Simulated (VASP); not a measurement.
# BN (P6_3/mmc) in VASP: further runs, part 2 of 2

VASP 6.6.1. Earlier steps stand in the parts before.

### Step 5. Single point, BLYP+D4

This run uses another cell than the first one, of 9.15 Å³/atom.

Contents of INCAR:

```
SYSTEM = BN
AGGAC = 1.0
AGGAX = 1.0
ALDAC = 0.0
ALDAX = 1.0
ALGO = Normal
EDIFF = 1E-6
ENCUT = 520
GGA = B5
ISIF = 2
ISMEAR = -1
IVDW = 13
LASPH = .TRUE.
LCHARG = .FALSE.
LREAL = .FALSE.
LWAVE = .FALSE.
NBANDS = 16
NELM = 80
PREC = Accurate
SIGMA = 0.05
VDW_A1 = 0.44488865
VDW_A2 = 4.0933009
VDW_S6 = 1.0
VDW_S8 = 2.34076671
```

Contents of KPOINTS:

```
k-points
0
G
  12 12 4
  0 0 0
```

Contents of POSCAR:

```
BN
1.0
    2.5147851179      0.0000000000      0.0000000000
   -1.2573925590      2.1778677972      0.0000000000
    0.0000000000      0.0000000000      6.6796463138
N B
2 2
Direct
    0.6666666667      0.3333333333      0.2500000000
    0.3333333333      0.6666666667      0.7500000000
    0.6666666667      0.3333333333      0.7500000000
    0.3333333333      0.6666666667      0.2500000000
```

Run with:

```
> cat potpaw_PBE.64/N/POTCAR potpaw_PBE.64/B/POTCAR > POTCAR
> mpirun -np 1 vasp_std > vasp.out
```

It took 55 s on 1 thread of Intel Xeon 8259CL, shared host; peak memory 0.16 GiB.

The run converged. Its results:

```
Free energy                : -34.8376 eV
Pressure                   : -2.8 GPa
Band gap on the k mesh     : 4.34 eV (least direct gap 4.67 eV)
Dispersion energy per atom : -0.297 eV
```

Stress tensor (GPa, compression positive):
```
-3.14  0.00  0.00
 0.00 -3.14  0.00
 0.00  0.00 -2.14
```

Levels at points of the mesh, in eV from the valence-band top:
```csv
k point,band 5,band 6,band 7,band 8,band 9,band 10,band 11,band 12
"(0.00, 0.00, 0.00)",-1.44,-1.44,-1.41,-1.41,5.28,10.22,11.51,11.51
"(0.50, 0.00, 0.00)",-4.17,-4.11,-1.40,-0.42,4.34,5.64,9.55,10.00
"(0.00, 0.00, 0.50)",-1.42,-1.42,-1.42,-1.42,7.60,7.60,11.57,11.57
"(0.50, 0.00, 0.50)",-4.14,-4.14,-0.89,-0.89,4.78,4.78,9.95,9.95
```

Caveat: the PAW data sets were made with another functional, which shifts forces and pressure a little.

### Step 6. Single point, BLYP+D4

This run uses another cell than the first one, of 9.33 Å³/atom.

Contents of INCAR:

```
SYSTEM = BN
PREC = Accurate ; ENCUT = 520
EDIFF = 1E-6 ; ISMEAR = -1
SIGMA = 0.05 ; LREAL = .False.
LASPH = .True. ; NELM = 80
ALGO = Normal ; ISIF = 2
LWAVE = .False. ; LCHARG = .False.
GGA = B5 ; ALDAX = 1.0
AGGAX = 1.0 ; AGGAC = 1.0
ALDAC = 0.0 ; IVDW = 13
VDW_S6 = 1.0 ; VDW_S8 = 2.34076671
VDW_A1 = 0.44488865 ; VDW_A2 = 4.0933009
NBANDS = 16
```

Contents of KPOINTS:

```
Automatic mesh
0
Gamma
  12 12 4
  0 0 0
```

Contents of POSCAR:

```
BN
1.0
    2.5311153490      0.0000000000      0.0000000000
   -1.2655576745      2.1920101922      0.0000000000
    0.0000000000      0.0000000000      6.7230218559
N B
2 2
Direct
    0.6666666667      0.3333333333      0.2500000000
    0.3333333333      0.6666666667      0.7500000000
    0.6666666667      0.3333333333      0.7500000000
    0.3333333333      0.6666666667      0.2500000000
```

Potentials or basis: VASP PAW PBE potentials, release 64 (N, B).

Run with:

```
> cat potpaw_PBE.64/N/POTCAR potpaw_PBE.64/B/POTCAR > POTCAR
> mpirun -np 1 vasp_std > vasp.out
```

OUTCAR:

```text
SYSTEM = BN
   PREC = Accurate
   ENCUT = 520
   EDIFF = 1E-6
   ISMEAR = -1
   LREAL = .False.
   LASPH = .True.
   NELM = 80
   ISIF = 2
   GGA = B5
   IVDW = 13

 ion  position               nearest neighbor table
   1  0.667  0.333  0.250-   4 1.46   4 1.46   4 1.46
   2  0.333  0.667  0.750-   3 1.46   3 1.46   3 1.46
   3  0.667  0.333  0.750-   2 1.46   2 1.46   2 1.46
   4  0.333  0.667  0.250-   1 1.46   1 1.46   1 1.46

  LATTYP: Found a hexagonal cell.
 ALAT       =     2.5311153490
 C/A-ratio  =     2.6561499295

  Lattice vectors:

 A1 = (   2.5311153490,   0.0000000000,   0.0000000000)
 A2 = (  -1.2655576745,   2.1920101922,   0.0000000000)
 A3 = (   0.0000000000,   0.0000000000,   6.7230218559)

Analysis of symmetry for initial positions (statically):
=====================================================================
 Subroutine PRICEL returns:
 Original cell was already a primitive cell.

 Routine SETGRP: Setting up the symmetry group for a
 hexagonal supercell.

 Subroutine GETGRP returns: Found 24 space group operations
 (whereof 12 operations were pure point group operations)
[... 174 lines left out ...]
 fundamental gap:      4.3134908619
 Fermi energy:         3.5069887754

 k-point     1 :       0.0000    0.0000    0.0000
  band No.  band energies     occupation
      1     -15.1130      2.00000
      2     -14.8422      2.00000
      3      -3.5572      2.00000
      4      -1.5402      2.00000
      5       0.9357      2.00000
      6       0.9357      2.00000
[... 433 lines left out ...]
      3      -4.3930      2.00000
      4      -4.3411      2.00000
      5      -1.2002      2.00000
      6      -1.1602      2.00000
[... 8 lines left out ...]
     15      18.8180      0.00000
     16      20.5099      0.00000

 [... further k-points ...]

------------------------ aborting loop because EDIFF is reached ----------------------------------------

  DFT-D4 for vdW energy calculation

  Edisp (eV):   -1.16605

  FORCE on cell =-STRESS in cart. coord.  units (eV):
  Direction    XX          YY          ZZ          XY          YZ          ZX
  --------------------------------------------------------------------------------------
  -------------------------------------------------------------------------------------
  Total      -2.22958    -2.22958    -0.51360     0.00000    -0.00000     0.00000
  in kB     -95.76670   -95.76670   -22.06063     0.00000    -0.00000     0.00000
  external pressure =      -71.20 kB  Pullay stress =        0.00 kB

 VOLUME and BASIS-vectors are now :
 -----------------------------------------------------------------------------
  energy-cutoff  :      520.00
  volume of cell :       37.30
      direct lattice vectors                 reciprocal lattice vectors
     2.531115349  0.000000000  0.000000000     0.395082745  0.228101129  0.000000000
    -1.265557674  2.192010192  0.000000000     0.000000000  0.456202258  0.000000000
     0.000000000  0.000000000  6.723021856     0.000000000  0.000000000  0.148742637

 POSITION                                       TOTAL-FORCE (eV/Angst)
 -----------------------------------------------------------------------------------
      1.26556      0.73067      1.68076        -0.000000      0.000000     -0.000000
     -0.00000      1.46134      5.04227         0.000000     -0.000000     -0.000000
      1.26556      0.73067      5.04227        -0.000000      0.000000     -0.000000
     -0.00000      1.46134      1.68076         0.000000     -0.000000      0.000000
 -----------------------------------------------------------------------------------
    total drift:                               -0.000000      0.000000      0.000000

  FREE ENERGIE OF THE ION-ELECTRON SYSTEM (eV)
  ---------------------------------------------------
  free  energy   TOTEN  =       -34.8159120583 eV

  energy  without entropy=      -34.8159120583  energy(sigma->0) =      -34.81591206
```

stdout:

```text
POSCAR found type information on POSCAR N B
 POSCAR found :  2 types and       4 ions
 scaLAPACK will be used
 -----------------------------------------------------------------------------
|                                                                             |
|                                                                             |
|     You enforced a specific xc type in the INCAR file but a different       |
|     I HOPE YOU KNOW WHAT YOU ARE DOING!                                     |
|                                                                             |
 -----------------------------------------------------------------------------

 LDA part: xc-table for (Slater(with rela. corr.)+VWN5), standard interpolation
 POSCAR, INCAR and KPOINTS ok, starting setup
 FFT: planning ... GRIDC
 FFT: planning ... GRID_SOFT
 FFT: planning ... GRID
 WAVECAR not read
 entering main loop
```

It took 52 s on 1 thread of Intel Xeon 8259CL, shared host; peak memory 0.16 GiB.

Results:

```yaml
Free_energy: -34.8159 eV
Pressure: -7.1 GPa
Band_gap_on_the_k_mesh: 4.31 eV (least direct gap 4.62 eV)
Dispersion_energy_per_atom: -0.292 eV
```

Caveat: the cell stands under tension; the PAW data sets were made with another functional, which shifts forces and pressure a little. Expect the measured gap to be larger: semilocal functionals such as BLYP lack the derivative discontinuity.

### Step 7. Summary

| level | potentials or basis | cell | gap on the mesh (eV) | pressure (GPa) |
| --- | --- | --- | --- | --- |
| LDA | VASP PAW LDA potentials, release 64 (N, B) | a = 2.489, b = 2.489, c = 6.495 Å, angles 90.0, 90.0, 120.0°, 4 atoms | 4.05 | 0.5 |
| BLYP+D4 | VASP PAW PBE potentials, release 64 (N, B) | a = 2.481, b = 2.481, c = 6.591 Å, angles 90.0, 90.0, 120.0°, 4 atoms | 4.39 | 7.1 |
| BLYP+D4 | VASP PAW PBE potentials, release 64 (N, B) | a = 2.498, b = 2.498, c = 6.636 Å, angles 90.0, 90.0, 120.0°, 4 atoms | 4.36 | 1.9 |
| BLYP+D4 | VASP PAW PBE potentials, release 64 (N, B) | a = 2.515, b = 2.515, c = 6.680 Å, angles 90.0, 90.0, 120.0°, 4 atoms | 4.34 | -2.8 |
| BLYP+D4 | VASP PAW PBE potentials, release 64 (N, B) | a = 2.531, b = 2.531, c = 6.723 Å, angles 90.0, 90.0, 120.0°, 4 atoms | 4.31 | -7.1 |

Alike in all rows: task single point; no spin polarisation; k mesh 12 × 12 × 4; cutoff (eV) 520; smearing fermi-dirac 0.05 eV.

Caveats: the PAW data sets were made with another functional, which shifts forces and pressure a little (at least some runs); the cell stands under pressure (at least some runs); the cell stands under tension (at least some runs).

Absolute energies hang on the potentials; compare differences alone.
